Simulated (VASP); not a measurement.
Input of a VASP 6.6.1 run:

The input POSCAR:

```
Si
1.0
    0.0000000000      1.8212367527      1.8212367527
    1.8212367527      0.0000000000      1.8212367527
    1.8212367527      1.8212367527      0.0000000000
Si
1
Direct
    0.0000000000      0.0000000000      0.0000000000
```

File INCAR.step1:

```
SYSTEM = Si
PREC     = Accurate       ! precision mode
ENCUT    = 520            ! plane-wave cutoff, eV
ISMEAR   = -1             ! smearing method
SIGMA    = 0.1            ! smearing width, eV
LREAL    = .False.        ! projectors in reciprocal space
LASPH    = .True.         ! aspherical terms in the spheres
NELM     = 60             ! most SCF steps
NBANDS   = 8              ! bands
GGA      = PE             ! functional
ALGO     = Normal         ! electronic algorithm
EDIFF    = 1E-4           ! SCF threshold, eV
LWAVE    = .True.         ! write WAVECAR
LCHARG   = .False.        ! write CHGCAR
```

Contents of INCAR.step2:

```
SYSTEM = Si
PREC     = Accurate       ! precision mode
ENCUT    = 520            ! plane-wave cutoff, eV
EDIFF    = 1E-6           ! SCF threshold, eV
ISMEAR   = -1             ! smearing method
SIGMA    = 0.1            ! smearing width, eV
LREAL    = .False.        ! projectors in reciprocal space
LASPH    = .True.         ! aspherical terms in the spheres
NELM     = 60             ! most SCF steps
ALGO     = Normal         ! electronic algorithm
ISIF     = 2              ! what is computed and relaxed
LWAVE    = .False.        ! write WAVECAR
LCHARG   = .True.         ! write CHGCAR
METAGGA  = R2SCAN         ! meta-GGA
LMIXTAU  = .True.       
LELF     = .True.         ! ELF
LVHAR    = .True.       
NBANDS   = 8              ! bands
ISTART   = 1
```

Contents of KPOINTS:

```
regular mesh
0
Gamma
  16 16 16
  0 0 0
```

Potentials or basis: VASP PAW PBE potentials, release 64 (Si).

Run with:

```bash
$ cat potpaw_PBE.64/Si/POTCAR > POTCAR
$ cp INCAR.step1 INCAR
$ mpirun -np 1 vasp_std > vasp.out
$ cp INCAR.step2 INCAR
$ mpirun -np 1 vasp_std > vasp.out
```

(1) Predict the pressure.

(2) Predict the band gap on the k mesh.

## Answers

(1) 15.7 GPa.

(2) zero (band 2 reaches 26.16 eV, above the bottom of band 3 at 9.35 eV).

Caveat: the PAW data sets were made with another functional, which shifts forces and pressure a little.
